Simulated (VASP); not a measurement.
# Si4HCl in VASP: a series of runs, part 2 of 2

VASP 6.6.1.

### 3 Single point, PBE+D3(BJ)

This run uses another cell than the first one.

INCAR reads:

```
SYSTEM = Si4HCl
PREC = Accurate
ENCUT = 520
EDIFF = 1E-6
ISMEAR = 0
SIGMA = 0.05
LREAL = Auto
LASPH = .TRUE.
NELM = 80
ALGO = Normal
ISIF = 2
LWAVE = .FALSE.
LCHARG = .FALSE.
LDIPOL = .TRUE.
IDIPOL = 3
DIPOL = 0.5 0.5 0.435
GGA = PE
IVDW = 12
NBANDS = 66
```

KPOINTS reads:

```
regular mesh
0
G
  2 3 1
  0 0 0
```

POSCAR reads:

```
Si4HCl
1.0
    7.6671877233      0.0000000000      0.0000000000
    0.0000000000      5.4215204318      0.0000000000
    0.0000000000      0.0000000000     28.5944680262
Si Cl H
16 4 4
Direct
    0.2500000000      0.0000000000      0.3390104040
    0.7500000000      0.0000000000      0.3390104040
    0.5000000000      0.2500000000      0.3390104040
    0.0000000000      0.2500000000      0.3390104040
    0.5000000000      0.5000000000      0.4060442417
    0.0000000000      0.5000000000      0.4060442417
    0.7500000000      0.7500000000      0.4060442417
    0.2500000000      0.7500000000      0.4060442417
    0.7502637352      0.0005540054      0.4724751373
    0.2498006343      0.0004635607      0.4724853311
    0.0000439802      0.2506673134      0.4725268498
    0.5000344777      0.2487692939      0.4724162972
    0.0000001446      0.5033518764      0.5393215990
    0.5000437380      0.4991723861      0.5393156177
    0.2510636527      0.7485367867      0.5393051242
    0.7490059582      0.7486541516      0.5392871161
    0.2499937933      0.8573183607      0.2725104188
    0.7500183754      0.8573002598      0.2725124606
    0.5000145834      0.3922521765      0.2724757807
   -0.0000040221      0.3918775870      0.2724303117
   -0.0001040828      0.3321007089      0.5802215389
    0.5001397319      0.3350994147      0.5815546700
    0.2566139940      0.9174188475      0.5808720198
    0.7436149672      0.9173660386      0.5808827183
```

Potentials or basis: VASP PAW PBE potentials, release 64 (Si, Cl, H).

Run with:

```bash
$ cat potpaw_PBE.64/Si/POTCAR potpaw_PBE.64/Cl/POTCAR potpaw_PBE.64/H/POTCAR > POTCAR
$ mpirun -np 1 vasp_std > vasp.out
```

OUTCAR:

```text
SYSTEM = Si4HCl
   PREC = Accurate
   ENCUT = 520
   EDIFF = 1E-6
   ISMEAR = 0
   LREAL = Auto
   LASPH = .TRUE.
   NELM = 80
   ISIF = 2
   GGA = PE
   IVDW = 12
 IVDW          = 12

 ion  position               nearest neighbor table
   1  0.250  0.000  0.339-  17 2.05   8 2.35   3 2.35   4 2.35
   2  0.750  0.000  0.339-  18 2.05   7 2.35   3 2.35   4 2.35
   3  0.500  0.250  0.339-  19 2.05   5 2.35   1 2.35   2 2.35
   4  0.000  0.250  0.339-  20 2.05   6 2.35   1 2.35   2 2.35
   5  0.500  0.500  0.406-  12 2.34   3 2.35   8 2.35   7 2.35
   6  0.000  0.500  0.406-  11 2.33   4 2.35   8 2.35   7 2.35
[... 8 lines left out ...]
  15  0.251  0.749  0.539-  23 1.50  14 2.34  13 2.34  10 2.35
  16  0.749  0.749  0.539-  24 1.50  13 2.34  14 2.34   9 2.35
  17  0.250  0.857  0.273-   1 2.05
  18  0.750  0.857  0.273-   2 2.05
  19  0.500  0.392  0.272-   3 2.05
  20  1.000  0.392  0.272-   4 2.05
  21  1.000  0.332  0.580-  13 1.49
  22  0.500  0.335  0.582-  14 1.50
  23  0.257  0.917  0.581-  15 1.50
  24  0.744  0.917  0.581-  16 1.50

  LATTYP: Found a simple orthorhombic cell.
 ALAT       =     5.4215204318
 B/A-ratio  =     1.4142135624
 C/A-ratio  =     5.2742525618

  Lattice vectors:

 A1 = (   0.0000000000,  -5.4215204318,   0.0000000000)
 A2 = (   7.6671877233,   0.0000000000,   0.0000000000)
 A3 = (   0.0000000000,   0.0000000000,  28.5944680262)

Analysis of symmetry for initial positions (statically):
=====================================================================
 Subroutine PRICEL returns:
 Original cell was already a primitive cell.

 Routine SETGRP: Setting up the symmetry group for a
 simple orthorhombic supercell.

 Subroutine GETGRP returns: Found  1 space group operations
 (whereof  1 operations were pure point group operations)
 out of a pool of  8 trial point group operations.

The static configuration has the point symmetry C_1 .

Analysis of symmetry for dynamics (positions and initial velocities):
=====================================================================
 Subroutine PRICEL returns:
 Original cell was already a primitive cell.
[... 163 lines left out ...]
 Gauss-broadening in eV      SIGMA  =   0.05
  energy-cutoff  :      520.00
  volume of cell :     1188.61
 maximum number of plane-waves:     32042
 NGX is ok and might be reduce to    60
   NGX = 29   NGY = 21   NGZ =107

 number of electron      96.0000006 magnetization

 dipolmoment           0.000000      0.000000     -0.272702 electrons x Angstroem

 Free energy of the ion-electron system (eV)
  ---------------------------------------------------
  ext. energy  EPLUGINS =         0.00000000
  ---------------------------------------------------
  free energy    TOTEN  =      -111.57366178 eV

  energy without entropy =     -111.57366178  energy(sigma->0) =     -111.57366178

 E-fermi :  -1.2319     XC(G=0):  -3.7452

 val. band max:       -1.4654802699   @ k =   0.0000   0.0000   0.0000
 cond. band min:      -0.4650334321   @ k =   0.0000   0.0000   0.0000
 fundamental gap:      1.0004468378
 Fermi energy:        -1.2319152530

 k-point     1 :       0.0000    0.0000    0.0000
  band No.  band energies     occupation
      1     -17.5350      2.00000
      2     -17.0145      2.00000
      3     -17.0136      2.00000
      4     -16.6930      2.00000
      5     -13.1267      2.00000
      6     -12.0320      2.00000
[... 241 lines left out ...]
     59       2.2134      0.00000
     60       2.2171      0.00000
 [bands above 60 left out]

------------------------ aborting loop because EDIFF is reached ----------------------------------------

 vacuum level on the upper side and lower side of the slab       (xc-potential included)        -0.766         0.415

 Edisp (eV)   -4.87684

 E8    (eV) :    -2.0060

  FORCE on cell =-STRESS in cart. coord.  units (eV):
  Direction    XX          YY          ZZ          XY          YZ          ZX
  --------------------------------------------------------------------------------------
  -------------------------------------------------------------------------------------
  Total       5.75267     7.05457    -1.79889    -0.00654    -0.10717    -0.00480
  in kB       7.75426     9.50915    -2.42480    -0.00881    -0.14446    -0.00648
  external pressure =        4.95 kB  Pullay stress =        0.00 kB

 VOLUME and BASIS-vectors are now :
 -----------------------------------------------------------------------------
  energy-cutoff  :      520.00
  volume of cell :     1188.61
      direct lattice vectors                 reciprocal lattice vectors
     7.667187723  0.000000000  0.000000000     0.130425918  0.000000000  0.000000000
     0.000000000  5.421520432  0.000000000     0.000000000  0.184450103  0.000000000
     0.000000000  0.000000000 28.594468026     0.000000000  0.000000000  0.034971799

 POSITION                                       TOTAL-FORCE (eV/Angst)
 -----------------------------------------------------------------------------------
      1.91680      0.00000      9.69382        -0.002669      0.557018      0.143182
      5.75039      0.00000      9.69382         0.002943      0.556737      0.143333
      3.83359      1.35538      9.69382         0.000184     -0.562963      0.137279
      0.00000      1.35538      9.69382         0.000054     -0.558570      0.137552
      3.83359      2.71076     11.61062        -0.000119      0.267601     -0.170354
      0.00000      2.71076     11.61062         0.000604      0.268560     -0.217115
[... 16 lines left out ...]
      1.96751      4.97381     16.60973        -0.046698     -0.015469      0.052147
      5.70144      4.97352     16.61003         0.045309     -0.015180      0.050634
 -----------------------------------------------------------------------------------
    total drift:                               -0.000856      0.000200      0.008524

  FREE ENERGIE OF THE ION-ELECTRON SYSTEM (eV)
  ---------------------------------------------------
  free  energy   TOTEN  =      -116.4504996642 eV

  energy  without entropy=     -116.4504996642  energy(sigma->0) =     -116.45049966

 vacuum level on the upper side and lower side of the slab         2.834         4.033
```

OSZICAR:

```text
N       E                     dE             d eps       ncg     rms          rms(c)
DAV:   1     0.630016554611E+03    0.63002E+03   -0.31312E+04   528   0.107E+03
DAV:   2    -0.101954357734E+02   -0.64021E+03   -0.61205E+03   784   0.204E+02
DAV:   3    -0.109547453390E+03   -0.99352E+02   -0.97463E+02   600   0.772E+01
[... 31 lines left out ...]
DAV:  35    -0.111573645019E+03   -0.29703E-04   -0.57903E-06   604   0.661E-03    0.378E-03
DAV:  36    -0.111573651119E+03   -0.60994E-05   -0.11308E-06   448   0.346E-03    0.716E-03
DAV:  37    -0.111573655720E+03   -0.46015E-05   -0.37438E-07   446   0.206E-03    0.817E-03
DAV:  38    -0.111573660925E+03   -0.52050E-05   -0.46302E-07   424   0.209E-03    0.319E-03
DAV:  39    -0.111573661776E+03   -0.85034E-06   -0.10295E-07   432   0.113E-03
   1 F= -.11645050E+03 E0= -.11645050E+03  d E =-.156850E-11
```

It took 15 min on 1 thread of Intel Xeon Platinum 8259CL at 2.50GHz (Skylake/Cascade Lake), shared host; peak memory 1.1 GiB.

Results:

```yaml
Free_energy: -116.4505 eV
Largest_force: 0.579 eV/Å
Band_gap_on_the_k_mesh: 1.00 eV
Dispersion_energy_per_atom: -0.203 eV
```

Forces on the atoms (eV/Å):
```
Si  -0.003  0.557  0.143
Si   0.003  0.557  0.143
Si   0.000 -0.563  0.137
Si   0.000 -0.559  0.138
Si   0.000  0.268 -0.170
Si   0.001  0.269 -0.217
Si   0.011 -0.258 -0.188
Si  -0.011 -0.259 -0.189
Si  -0.007  0.074 -0.005
Si   0.008  0.076 -0.004
Si   0.000 -0.092  0.003
Si  -0.002 -0.087  0.000
Si   0.000  0.045 -0.117
Si   0.002  0.035 -0.090
Si   0.021  0.015 -0.057
Si  -0.023  0.013 -0.055
Cl   0.000  0.002  0.056
Cl   0.000  0.002  0.055
Cl   0.000 -0.002  0.055
Cl   0.000  0.001  0.059
H    0.000 -0.048  0.165
H    0.000 -0.015  0.036
H   -0.047 -0.015  0.052
H    0.045 -0.015  0.051
```
